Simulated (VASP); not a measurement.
# AlN (P6_3mc) in VASP: further runs

Aim: see how the results for AlN move with the level of theory and the settings. Levels: PBE, LDA, revPBE, PBEsol, r2SCAN. Tasks: single point.

Program: VASP 6.6.1. These are calculated values, not measurements. Logs are shortened: lines on timing, memory, paths and dates and some standing lists are left out, and cuts for length are marked.

**The experiment to reproduce.**

From “Structural and optical properties of self-assembled AlN nanowires grown on SiO2/Si substrates by molecular beam epitaxy”, 2024, arxiv:2402.00216, for a bulk crystal of AlN at 0 K: band gap 6.0343 eV (an exciton energy, a little under the gap).

From “Self-assembly of well-separated AlN nanowires directly on sputtered metallic TiN films”, 2019, arxiv:1910.07391, for a bulk crystal of AlN at 10 K: band gap 6.034 eV (an exciton energy, a little under the gap).

The runs below are set against these values where they give the same quantity.

### 1 The cell of the first run

The structure is hexagonal, space group P6_3mc (No. 186). The conventional cell has a = 3.113 Å, b = 3.113 Å, c = 4.981 Å, α = 90.00°, β = 90.00°, γ = 120.00°. Within 2.5 Å of Al (site symmetry 3m) lie 4 N at 1.89 Å. N (site symmetry 3m) has 4 Al at 1.89 Å within 2.5 Å.

### 2 Single point, PBE

INCAR reads:

```
PREC     = Accurate       # precision mode
ENCUT    = 520            # plane-wave cutoff, eV
EDIFF    = 1E-6           # SCF threshold, eV
ISMEAR   = 0              # smearing method
SIGMA    = 0.01           # smearing width, eV
LREAL    = F              # projectors in reciprocal space
LASPH    = T              # aspherical terms in the spheres
NELM     = 100            # most SCF steps
ALGO     = Normal         # electronic algorithm
ISIF     = 2              # what is computed and relaxed
LWAVE    = F              # write WAVECAR
LCHARG   = T              # write CHGCAR
GGA      = PE             # functional
LELF     = T              # ELF
LVHAR    = T            
NBANDS   = 16             # bands
```

KPOINTS reads:

```
regular mesh
0
Gamma
  6 6 4
```

POSCAR reads:

```
AlN
1.0
    3.1130000000      0.0000000000      0.0000000000
   -1.5565000000      2.6959370800      0.0000000000
    0.0000000000      0.0000000000      4.9810000000
Al N
2 2
Direct
    0.3333333340      0.6666666679      0.0000000000
    0.6666666660      0.3333333321      0.5000000000
    0.3333333340      0.6666666679      0.3800000000
    0.6666666660      0.3333333321      0.8800000000
```

Potentials or basis: VASP PAW PBE potentials, release 64 (Al, N).

Command:

```console
$ cat potpaw_PBE.64/Al/POTCAR potpaw_PBE.64/N/POTCAR > POTCAR
$ mpirun -np 1 vasp_std > vasp.out
```

OUTCAR:

```text
PREC = Accurate
   ENCUT = 520
   EDIFF = 1E-6
   ISMEAR = 0
   LREAL = F
   LASPH = T
   NELM = 100
   ISIF = 2
   GGA = PE

 ion  position               nearest neighbor table
   1  0.333  0.667  0.000-   3 1.89   4 1.89   4 1.89   4 1.89   2 3.07   2 3.07   2 3.07   2 3.07
                             2 3.07   2 3.07
   2  0.667  0.333  0.500-   4 1.89   3 1.89   3 1.89   3 1.89   1 3.07   1 3.07   1 3.07   1 3.07
                             1 3.07   1 3.07
   3  0.333  0.667  0.380-   1 1.89   2 1.89   2 1.89   2 1.89
   4  0.667  0.333  0.880-   2 1.89   1 1.89   1 1.89   1 1.89

  LATTYP: Found a hexagonal cell.
 ALAT       =     3.1130000000
 C/A-ratio  =     1.6000642467

  Lattice vectors:

 A1 = (   3.1130000000,   0.0000000000,   0.0000000000)
 A2 = (  -1.5565000000,   2.6959370800,   0.0000000000)
 A3 = (   0.0000000000,   0.0000000000,   4.9810000000)

Analysis of symmetry for initial positions (statically):
=====================================================================
 Subroutine PRICEL returns:
 Original cell was already a primitive cell.

 Routine SETGRP: Setting up the symmetry group for a
 hexagonal supercell.

 Subroutine GETGRP returns: Found 12 space group operations
 (whereof  6 operations were pure point group operations)
 out of a pool of 24 trial point group operations.

The static configuration has the point symmetry C_3v.
 The point group associated with its full space group is C_6v.

Analysis of symmetry for dynamics (positions and initial velocities):
=====================================================================
 Subroutine PRICEL returns:
 Original cell was already a primitive cell.

 Routine SETGRP: Setting up the symmetry group for a
 hexagonal supercell.

 Subroutine GETGRP returns: Found 12 space group operations
 (whereof  6 operations were pure point group operations)
 out of a pool of 24 trial point group operations.

The dynamic configuration has the point symmetry C_3v.
 The point group associated with its full space group is C_6v.

 Subroutine INISYM returns: Found 12 space group operations
 (whereof  6 operations are pure point group operations),
 and found     1 'primitive' translations

----------------------------------------------------------------------------------------

                                     Primitive cell

  volume of cell :      41.8028

  direct lattice vectors                    reciprocal lattice vectors
     3.113000000  0.000000000  0.000000000     0.321233537  0.185464269  0.000000000
    -1.556500000  2.695937080  0.000000000     0.000000000  0.370928538  0.000000000
     0.000000000  0.000000000  4.981000000     0.000000000  0.000000000  0.200762899

  length of vectors
     3.113000000  3.112999998  4.981000000     0.370928538  0.370928538  0.200762899

  position of ions in fractional coordinates (direct lattice)
     0.333333334  0.666666668  0.000000000
     0.666666666  0.333333332  0.500000000
     0.333333334  0.666666668  0.380000000
     0.666666666  0.333333332  0.880000000

  ion indices of the primitive-cell ions
   primitive index   ion index
                 1           1
                 2           2
                 3           3
                 4           4

----------------------------------------------------------------------------------------

 KPOINTS: regular mesh

Automatic generation of k-mesh.
 Grid dimensions read from file:
 generate k-points for:    6    6    4

 Generating k-lattice:

  Cartesian coordinates                     Fractional coordinates (reciprocal lattice)
     0.053538923  0.030910712  0.000000000     0.166666667 -0.000000000  0.000000000
     0.000000000  0.061821423  0.000000000     0.000000000  0.166666667  0.000000000
     0.000000000  0.000000000  0.050190725     0.000000000  0.000000000  0.250000000

  Length of vectors
     0.061821423  0.061821423  0.050190725

  Shift w.r.t. Gamma in fractional coordinates (k-lattice)
     0.000000000  0.000000000  0.000000000

 Subroutine IBZKPT returns following result:
[... 49 lines left out ...]
 fundamental gap:      4.2234179109
 Fermi energy:         6.1807929071

 k-point     1 :       0.0000    0.0000    0.0000
  band No.  band energies     occupation
      1      -9.0367      2.00000
      2      -6.8883      2.00000
      3       0.1491      2.00000
      4       5.2906      2.00000
      5       5.2906      2.00000
      6       5.9427      2.00000
[... 8 lines left out ...]
     15      19.2859      0.00000
     16      19.2859      0.00000

 k-point     2 :       0.1667    0.0000    0.0000
  band No.  band energies     occupation
      1      -8.6908      2.00000
      2      -6.7018      2.00000
      3       0.5643      2.00000
      4       3.8714      2.00000
      5       4.6536      2.00000
      6       4.8983      2.00000
[... 8 lines left out ...]
     15      18.5088      0.00000
     16      18.9260      0.00000

 k-point     3 :       0.3333    0.0000    0.0000
  band No.  band energies     occupation
      1      -7.7977      2.00000
      2      -6.3721      2.00000
      3       1.6448      2.00000
      4       1.7175      2.00000
      5       2.8323      2.00000
      6       4.3083      2.00000
[... 8 lines left out ...]
     15      18.2453      0.00000
     16      20.5345      0.00000

 k-point     4 :       0.5000    0.0000    0.0000
  band No.  band energies     occupation
      1      -7.0753      2.00000
      2      -6.3799      2.00000
      3       0.7042      2.00000
      4       1.9910      2.00000
      5       2.7924      2.00000
      6       4.0624      2.00000
[... 8 lines left out ...]
     15      18.9796      0.00000
     16      21.3153      0.00000
[... 267 lines left out ...]
 k-point    19 :       0.1667    0.1667    0.5000
  band No.  band energies     occupation
      1      -7.3422      2.00000
      2      -7.3422      2.00000
      3       1.9320      2.00000
      4       1.9320      2.00000
      5       4.3178      2.00000
      6       4.3178      2.00000
[... 8 lines left out ...]
     15      19.0830      0.00000
     16      19.0830      0.00000

 k-point    20 :       0.3333    0.1667    0.5000
  band No.  band energies     occupation
      1      -6.7216      2.00000
      2      -6.7216      2.00000
      3       0.9933      2.00000
      4       0.9933      2.00000
      5       3.5250      2.00000
      6       3.5250      2.00000
[... 8 lines left out ...]
     15      19.6025      0.00000
     16      19.6025      0.00000

 k-point    21 :       0.3333    0.3333    0.5000
  band No.  band energies     occupation
      1      -6.4973      2.00000
      2      -6.4973      2.00000
      3       1.3095      2.00000
      4       1.3095      2.00000
      5       2.2954      2.00000
      6       2.2954      2.00000
[... 8 lines left out ...]
     15      19.9843      0.00000
     16      19.9843      0.00000

------------------------ aborting loop because EDIFF is reached ----------------------------------------

  FORCE on cell =-STRESS in cart. coord.  units (eV):
  Direction    XX          YY          ZZ          XY          YZ          ZX
  --------------------------------------------------------------------------------------
  -------------------------------------------------------------------------------------
  Total        0.7616434      0.7616434      1.1869557      0.0000000      0.0000000      0.0000000
  in kB       29.1915307     29.1915307     45.4924866      0.0000000      0.0000000      0.0000000
  external PRESSURE =      34.6251827 kB  Pullay stress =       0.0000000 kB

 VOLUME and BASIS-vectors are now :
 -----------------------------------------------------------------------------
  energy-cutoff  :      520.00
  volume of cell :       41.80
      direct lattice vectors                 reciprocal lattice vectors
     3.113000000  0.000000000  0.000000000     0.321233537  0.185464269  0.000000000
    -1.556500000  2.695937080  0.000000000     0.000000000  0.370928538  0.000000000
     0.000000000  0.000000000  4.981000000     0.000000000  0.000000000  0.200762899

 POSITION                                       TOTAL-FORCE (eV/Angst)
 -----------------------------------------------------------------------------------
      0.00000      1.79729      0.00000        -0.000000     -0.000000     -0.130035
      1.55650      0.89865      2.49050        -0.000000     -0.000000     -0.130035
      0.00000      1.79729      1.89278        -0.000000      0.000000      0.130035
      1.55650      0.89865      4.38328         0.000000     -0.000000      0.130035
 -----------------------------------------------------------------------------------
    total drift:                               -0.000000     -0.000000      0.000430

  FREE ENERGIE OF THE ION-ELECTRON SYSTEM (eV)
  ---------------------------------------------------
  free  energy   TOTEN  =       -29.7699236261 eV

  energy  without entropy=      -29.7699236261  energy(sigma->0) =      -29.76992363
```

It took 7.8 s on 1 thread of Intel Xeon 6975P-C, shared host; peak memory 0.15 GiB.

What came out:

```
Free energy            : -29.7699 eV
Pressure               : 3.5 GPa
Largest force          : 0.130 eV/Å
Band gap on the k mesh : 4.22 eV, direct
```

Forces in eV/Å, atoms in the order of the input:
```
Al   0.000  0.000 -0.130
Al   0.000  0.000 -0.130
N    0.000  0.000  0.130
N    0.000  0.000  0.130
```

Stress tensor (GPa, compression positive):
```
2.92 0.00 0.00
0.00 2.92 0.00
0.00 0.00 4.55
```

Levels at points of the mesh, in eV from the valence-band top:
```
           k point  band 4  band 5  band 6  band 7  band 8  band 9  band 10  band 11  band 12  band 13
(0.00, 0.00, 0.00)   -0.83   -0.83   -0.18   -0.18    0.00    4.22     6.66    10.61    11.16    11.16
(0.50, 0.00, 0.00)   -4.13   -3.33   -2.06   -1.77   -0.66    5.82     5.83     8.20    10.30    10.91
(0.00, 0.00, 0.50)   -3.32   -0.51   -0.51   -0.51   -0.51    6.47     6.47    10.34    10.34    11.48
(0.50, 0.00, 0.50)   -5.57   -1.43   -1.43   -1.35   -1.35    5.33     5.33     9.29     9.29    11.83
```

### 3 Single point, LDA

INCAR reads:

```
SYSTEM = AlN
  PREC = Accurate
  ENCUT = 520
  EDIFF = 1E-7
  ISMEAR = 0
  SIGMA = 0.01
  LREAL = .False.
  LASPH = .True.
  NELM = 80
  ALGO = Normal
  ISIF = 2
  LWAVE = .False.
  LCHARG = .False.
  GGA = CA
  NBANDS = 16
```

KPOINTS reads:

```
Automatic mesh
0
Gamma
  6 6 4
  0 0 0
```

POSCAR is that of step 2.

Potentials or basis: VASP PAW LDA potentials, release 64 (Al, N).

Command:

```console
$ cat potpaw_LDA.64/Al/POTCAR potpaw_LDA.64/N/POTCAR > POTCAR
$ mpirun -np 1 vasp_std > vasp.out
```

Run time: 5.9 s. Hardware: 1 thread of Intel Xeon 6975P-C, shared host; peak memory 0.14 GiB.

The run converged. Its results:

```
Free energy            : -32.8283 eV
Pressure               : -4.1 GPa
Largest force          : 0.120 eV/Å
Band gap on the k mesh : 4.25 eV, direct
```

Forces in eV/Å, atoms in the order of the input:
```
Al   0.000  0.000 -0.120
Al   0.000  0.000 -0.120
N    0.000  0.000  0.120
N    0.000  0.000  0.120
```

Stress tensor (GPa, compression positive):
```
-4.65  0.00  0.00
 0.00 -4.65  0.00
 0.00  0.00 -2.97
```

Levels at points of the mesh, in eV from the valence-band top:
```tsv
k point	band 5	band 6	band 7	band 8	band 9	band 10	band 11	band 12
(0.00, 0.00, 0.00)	-0.84	-0.18	-0.18	0.00	4.25	6.55	10.48	10.96
(0.50, 0.00, 0.00)	-3.36	-2.08	-1.80	-0.66	5.67	5.69	8.10	10.16
(0.00, 0.00, 0.50)	-0.52	-0.52	-0.52	-0.52	6.42	6.42	10.16	10.16
(0.50, 0.00, 0.50)	-1.45	-1.45	-1.36	-1.36	5.21	5.21	9.11	9.11
```

Expect the measured gap to be larger: semilocal functionals such as LDA lack the derivative discontinuity.

### 4 Single point, revPBE

INCAR reads:

```
PREC = Accurate
ENCUT = 520
EDIFF = 1E-7
ISMEAR = 0
SIGMA = 0.01
LREAL = False
LASPH = True
NELM = 100
ALGO = Normal
ISIF = 2
LWAVE = False
LCHARG = True
GGA = RE
LELF = True
LVHAR = True
NBANDS = 16
```

KPOINTS reads:

```
regular mesh
0
Gamma
  6 6 4
```

POSCAR is that of step 3.

Potentials or basis: VASP PAW PBE potentials, release 64 (Al, N).

Command:

```console
$ cat potpaw_PBE.64/Al/POTCAR potpaw_PBE.64/N/POTCAR > POTCAR
$ mpirun -np 1 vasp_std > vasp.out
```

Run time: 7.1 s. Hardware: 1 thread of Intel Xeon 6975P-C, shared host; peak memory 0.15 GiB.

Results (log left out):

* Free energy: -28.5530 eV
* Pressure: 5.9 GPa
* Largest force: 0.136 eV/Å
* Band gap on the k mesh: 4.26 eV, direct

Forces in eV/Å, atoms in the order of the input:
```
Al   0.000  0.000 -0.136
Al   0.000  0.000 -0.136
N    0.000  0.000  0.136
N    0.000  0.000  0.136
```

Stress tensor (GPa, compression positive):
```
5.40 0.00 0.00
0.00 5.40 0.00
0.00 0.00 6.93
```

Levels at points of the mesh, in eV from the valence-band top:
| k point | band 5 | band 6 | band 7 | band 8 | band 9 | band 10 | band 11 | band 12 |
| --- | --- | --- | --- | --- | --- | --- | --- | --- |
| (0.00, 0.00, 0.00) | -0.83 | -0.18 | -0.18 | 0.00 | 4.26 | 6.73 | 10.68 | 11.23 |
| (0.50, 0.00, 0.00) | -3.32 | -2.05 | -1.76 | -0.66 | 5.86 | 5.89 | 8.27 | 10.36 |
| (0.00, 0.00, 0.50) | -0.51 | -0.51 | -0.51 | -0.51 | 6.52 | 6.52 | 10.42 | 10.42 |
| (0.50, 0.00, 0.50) | -1.43 | -1.43 | -1.34 | -1.34 | 5.38 | 5.38 | 9.36 | 9.36 |

Caveat: the PAW data sets were made with another functional, which shifts forces and pressure a little.

### 5 Single point, PBEsol

INCAR reads:

```
  PREC = Accurate
  ENCUT = 520
  EDIFF = 1E-6
  ISMEAR = 0
  SIGMA = 0.01
  LREAL = F
  LASPH = T
  NELM = 60
  ALGO = Normal
  ISIF = 2
  LWAVE = F
  LCHARG = F
  GGA = PS
  NBANDS = 16
```

KPOINTS reads:

```
Automatic mesh
0
Gamma
  6 6 4
```

POSCAR is that of step 4.

Command:

```console
$ cat potpaw_PBE.64/Al/POTCAR potpaw_PBE.64/N/POTCAR > POTCAR
$ mpirun -np 1 vasp_std > vasp.out
```

Wall time 6.8 s (1 thread of Intel Xeon 6975P-C, shared host); peak memory 0.15 GiB.

Results (log left out):

| Quantity | Value |
| --- | --- |
| Free energy | -31.3096 eV |
| Pressure | 0.2 GPa |
| Largest force | 0.133 eV/Å |
| Band gap on the k mesh | 4.15 eV, direct |

Forces in eV/Å, atoms in the order of the input:
```
Al   0.000  0.000 -0.133
Al   0.000  0.000 -0.133
N    0.000  0.000  0.133
N    0.000  0.000  0.133
```

Stress tensor (GPa, compression positive):
```
-0.31  0.00  0.00
 0.00 -0.31  0.00
 0.00  0.00  1.16
```

Levels at points of the mesh, in eV from the valence-band top:
```
           k point  band 6  band 7  band 8  band 9  band 10  band 11
(0.00, 0.00, 0.00)   -0.18   -0.18    0.00    4.15     6.58    10.51
(0.50, 0.00, 0.00)   -2.08   -1.80   -0.66    5.69     5.69     8.11
(0.00, 0.00, 0.50)   -0.52   -0.52   -0.52    6.39     6.39    10.23
(0.50, 0.00, 0.50)   -1.45   -1.36   -1.36    5.20     5.20     9.17
```

Caveat: the PAW data sets were made with another functional, which shifts forces and pressure a little.

### 6 Single point, r2SCAN

POSCAR is that of step 5.

INCAR.step1 reads:

```
SYSTEM = AlN
ALGO = Normal
EDIFF = 1E-4
ENCUT = 520
GGA = PE
ISMEAR = 0
LASPH = .True.
LCHARG = .False.
LREAL = .False.
LWAVE = .True.
NBANDS = 16
NELM = 80
PREC = Accurate
SIGMA = 0.01
```

INCAR.step2 reads:

```
SYSTEM = AlN
ALGO = Normal
EDIFF = 1E-6
ENCUT = 520
ISIF = 2
ISMEAR = 0
ISTART = 1
LASPH = .True.
LCHARG = .False.
LMIXTAU = .True.
LREAL = .False.
LWAVE = .False.
METAGGA = R2SCAN
NBANDS = 16
NELM = 80
PREC = Accurate
SIGMA = 0.01
```

KPOINTS reads:

```
k-points
0
Gamma
  6 6 4
  0 0 0
```

Potentials or basis: VASP PAW PBE potentials, release 64 (Al, N).

Command:

```console
$ cat potpaw_PBE.64/Al/POTCAR potpaw_PBE.64/N/POTCAR > POTCAR
$ cp INCAR.step1 INCAR
$ mpirun -np 1 vasp_std > vasp.out
$ cp INCAR.step2 INCAR
$ mpirun -np 1 vasp_std > vasp.out
```

It took 29 s on 1 thread of Intel Xeon 6975P-C, shared host; peak memory 0.16 GiB.

Results (log left out):

- Free energy: -38.4533 eV
- Pressure: -1.3 GPa
- Largest force: 0.126 eV/Å
- Band gap on the k mesh: 4.90 eV, direct

Forces in eV/Å, atoms in the order of the input:
```
Al   0.000  0.000 -0.126
Al   0.000  0.000 -0.126
N    0.000  0.000  0.126
N    0.000  0.000  0.126
```

Stress tensor (GPa, compression positive):
```
-1.92  0.00  0.00
 0.00 -1.92  0.00
 0.00  0.00 -0.12
```

Levels at points of the mesh, in eV from the valence-band top:
```tsv
k point	band 6	band 7	band 8	band 9	band 10	band 11
(0.00, 0.00, 0.00)	-0.19	-0.19	0.00	4.90	7.50	11.59
(0.50, 0.00, 0.00)	-2.11	-1.76	-0.67	6.46	6.55	9.04
(0.00, 0.00, 0.50)	-0.53	-0.53	-0.53	7.22	7.22	11.30
(0.50, 0.00, 0.50)	-1.47	-1.37	-1.37	6.00	6.00	10.16
```

Caveat: the PAW data sets were made with another functional, which shifts forces and pressure a little.

### 7 Overview

| level | potentials or basis | gap on the mesh (eV) | pressure (GPa) | largest force (eV/Å) |
| --- | --- | --- | --- | --- |
| PBE | VASP PAW PBE potentials, release 64 (Al, N) | 4.22 | 3.5 | 0.13 |
| LDA | VASP PAW LDA potentials, release 64 (Al, N) | 4.25 | -4.1 | 0.12 |
| revPBE | VASP PAW PBE potentials, release 64 (Al, N) | 4.26 | 5.9 | 0.14 |
| PBEsol | VASP PAW PBE potentials, release 64 (Al, N) | 4.15 | 0.2 | 0.13 |
| r2SCAN | VASP PAW PBE potentials, release 64 (Al, N) | 4.90 | -1.3 | 0.13 |

Alike in all rows: task single point; no spin polarisation; cell as given; k mesh 6 × 6 × 4; cutoff (eV) 520; smearing gaussian 0.01 eV.

Caveats: the PAW data sets were made with another functional, which shifts forces and pressure a little (some runs).

Absolute energies hang on the potentials; compare differences alone.

### 8 Comparison with measurements

Step 5. Measured gap of AlN: 6.0343 eV (an exciton energy, a little under the gap; 0 K; quoted in “Structural and optical properties of self-assembled AlN nanowires grown on SiO2/Si substrates by molecular beam epitaxy”, 2024, arxiv:2402.00216). This calculation gives 4.15 eV (-1.89 eV). 2 values of this kind are on record (6.034 to 6.0343 eV); this one was drawn at random. The value is that of PBEsol, without temperature or zero-point motion. Semilocal functionals fall short of measured gaps as a rule.

Step 6. Measured gap of AlN: 6.034 eV (an exciton energy, a little under the gap; 10 K; quoted in “Self-assembly of well-separated AlN nanowires directly on sputtered metallic TiN films”, 2019, arxiv:1910.07391). This calculation gives 4.90 eV (-1.13 eV). 2 values of this kind are on record (6.034 to 6.0343 eV); this one was drawn at random. The value is that of r2SCAN, without temperature or zero-point motion.
